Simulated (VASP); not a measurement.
Here is a VASP 6.6.1 calculation.

The input INCAR:

```
SYSTEM = C
PREC     = Accurate       ! precision mode
ENCUT    = 520            ! plane-wave cutoff, eV
EDIFF    = 1E-7           ! SCF threshold, eV
ISMEAR   = 0              ! smearing method
SIGMA    = 0.05           ! smearing width, eV
LREAL    = .FALSE.        ! projectors in reciprocal space
LASPH    = .TRUE.         ! aspherical terms in the spheres
NELM     = 80             ! most SCF steps
ALGO     = Normal         ! electronic algorithm
ISIF     = 2              ! what is computed and relaxed
LWAVE    = .FALSE.        ! write WAVECAR
LCHARG   = .FALSE.        ! write CHGCAR
NBANDS   = 11             ! bands
```

KPOINTS

```
regular mesh
0
G
  14 14 10
  0 0 0
```

Contents of POSCAR:

```
C
1.0
    2.1769716321     -1.2568867891     -0.0109704352
    2.1769716321      1.2568867891     -0.0109704352
   -1.4308915086      0.0000000000      3.1568507512
C
2
Direct
    0.8333830096      0.8333830096      0.0001497828
    0.1666169904      0.1666169904      0.9998502172
```

Potentials or basis: VASP PAW LDA potentials, release 64 (C).

Run with:

```console
$ cat potpaw_LDA.64/C/POTCAR > POTCAR
$ mpirun -np 1 vasp_std > vasp.out
```

Q: What does it give for the largest force?

A: 0.028 eV/Å.

Q: Predict the band gap on the k mesh.

A: 0.30 eV, direct.

Q: Estimate the pressure.

A: -21.1 GPa.

Forces on the atoms (eV/Å):
```
C   -0.003  0.000  0.028
C    0.003  0.000 -0.028
```

 A k mesh can miss the band edges.
